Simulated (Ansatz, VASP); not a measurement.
BaS in VASP and in Ansatz

INCAR

```
PREC     = Accurate       # precision mode
ENCUT    = 600            # plane-wave cutoff, eV
EDIFF    = 1E-6           # SCF threshold, eV
ISMEAR   = -1             # smearing method
SIGMA    = 0.05           # smearing width, eV
LREAL    = False          # projectors in reciprocal space
LASPH    = True           # aspherical terms in the spheres
NELM     = 60             # most SCF steps
ALGO     = Normal         # electronic algorithm
ISIF     = 3              # what is computed and relaxed
LWAVE    = False          # write WAVECAR
LCHARG   = False          # write CHGCAR
GGA      = B5             # functional
ALDAX    = 1.0          
AGGAX    = 1.0          
AGGAC    = 1.0          
ALDAC    = 0.0          
IVDW     = 13             # dispersion correction
IBRION   = 2              # ionic algorithm
NSW      = 80             # ionic steps
EDIFFG   = -0.005         # ionic threshold
VDW_S6   = 1.0          
VDW_S8   = 2.34076671   
VDW_A1   = 0.44488865   
VDW_A2   = 4.0933009
```

KPOINTS

```
Automatic mesh
0
Gamma
  7 7 7
```

Contents of POSCAR:

```
BaS
1.0
    0.0000000000      3.1937500000      3.1937500000
    3.1937500000      0.0000000000      3.1937500000
    3.1937500000      3.1937500000      0.0000000000
Ba S
1 1
Direct
    0.0000000000      0.0000000000      0.0000000000
    0.5000000000      0.5000000000      0.5000000000
```

input.yaml

```yaml
crystal:
  lattice:
    - [0.0, 3.19375, 3.19375]
    - [3.19375, 0.0, 3.19375]
    - [3.19375, 3.19375, 0.0]
  atoms:
    - { symbol: Ba, position: [0.0, 0.0, 0.0] }
    - { symbol: S, position: [0.5, 0.5, 0.5] }
kpoints:
  mp_grid: { grid: [7, 7, 7] }
scf:
  occupations: { method: fermi_dirac, width: 0.05 }
hamiltonian:
  xc: blyp
  dispersion: d4
  pseudopotentials: { kind: all_electron, lapw: { basis_error: 0.001 } }
output:
  forces: true
  stress: true
relax:
  f_tol: 0.005
  max_steps: 60
  cell: {}
```

Alike in both runs: task relaxation of cell and atoms; functional BLYP; dispersion D4; k mesh 7 × 7 × 7; occupations fermi-dirac, width 0.05 eV; no spin polarisation.

|  | VASP | Ansatz |
| --- | --- | --- |
| version | VASP 6.6.1 | Ansatz 0.2.0 |
| potentials or method | VASP PAW PBE potentials, release 64 (Ba_sv, S), cutoff 600 eV | all-electron LAPW, scalar-relativistic |

Ansatz gave:

* relaxed volume (Å³/atom): 33.18
* relaxed cell length with the largest relative difference (Å): 4.544

**Question.** Estimate VASP's values.

**Answer.** Relaxed volume (Å³/atom): 33.65; relaxed cell length with the largest relative difference (Å): 4.566.

VASP's potentials were made for PBE, not for BLYP. Ansatz ran all-electron here, and VASP with PAW potentials.

Spin-orbit coupling is off throughout.
